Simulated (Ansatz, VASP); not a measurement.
# Two plane-wave programs on V

```
CELL_PARAMETERS angstrom
0.00000 2.44448 2.44448
2.44448 0.00000 2.44448
2.44448 2.44448 0.00000
ATOMIC_POSITIONS crystal
V 0.12500 0.12500 0.12500
V 0.87500 0.87500 0.87500
```

Alike in both runs: task single point; functional LDA; k mesh 17 × 17 × 17; occupations fermi-dirac, width 0.1 eV; no spin polarisation.

|  | VASP | Ansatz |
| --- | --- | --- |
| version | VASP 6.6.1 | Ansatz 0.2.0 |
| potentials or method | VASP PAW LDA potentials, release 64 (V_sv), cutoff 520 eV | plane waves (420 eV) with PAW, scalar-relativistic |
| valence electrons in the cell | 26 | 26 |

|  | VASP | Ansatz | Ansatz less VASP |
| --- | --- | --- | --- |
| pressure (GPa) | 15.0 | 13.0 | -2.05 |

Ansatz warns that its potentials were made for another functional, while VASP's fit it. LDA's correlation is that of Perdew and Zunger in VASP and of Perdew and Wang (1992) in Ansatz.
